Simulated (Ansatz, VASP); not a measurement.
## Two plane-wave programs on AlN

```xyz
4
Lattice="2.8556 0.0000 0.0000 -1.4278 2.4730 0.0000 0.0000 0.0000 4.8832" Properties=species:S:1:pos:R:3 pbc="T T T"
Al    0.0000    0.0000    0.0000
Al    0.0000    0.0000    2.4416
N     0.0000    1.6487    1.2208
N     1.4278    0.8243    3.6624
```

Change from the starting cell: species swapped into the TiS type (P6_3/mmc, No. 194).

Alike in both runs: functional PBE; k mesh 12 × 12 × 6; occupations gaussian, width 0.02 eV; no spin polarisation.

Ansatz relaxed the structure, and its values are those at the end. VASP's run is a single point on that final structure, the one shown.

|  | VASP | Ansatz |
| --- | --- | --- |
| version | VASP 6.6.1 | Ansatz 0.2.0 |
| potentials or method | VASP PAW PBE potentials, release 64 (Al, N), cutoff 520 eV | scalar-relativistic, plane waves, PAW |
| valence electrons in the cell | 16 | 16 |

VASP gave:

* gap on the k mesh at the Fermi level (eV): 4.73
* least direct gap on the mesh (eV): 4.83
* pressure (GPa): -0.3

Problem. Which values does Ansatz return?

Solution. gap on the k mesh at the Fermi level (eV): 4.74; least direct gap on the mesh (eV): 4.82; pressure (GPa): 0.0.
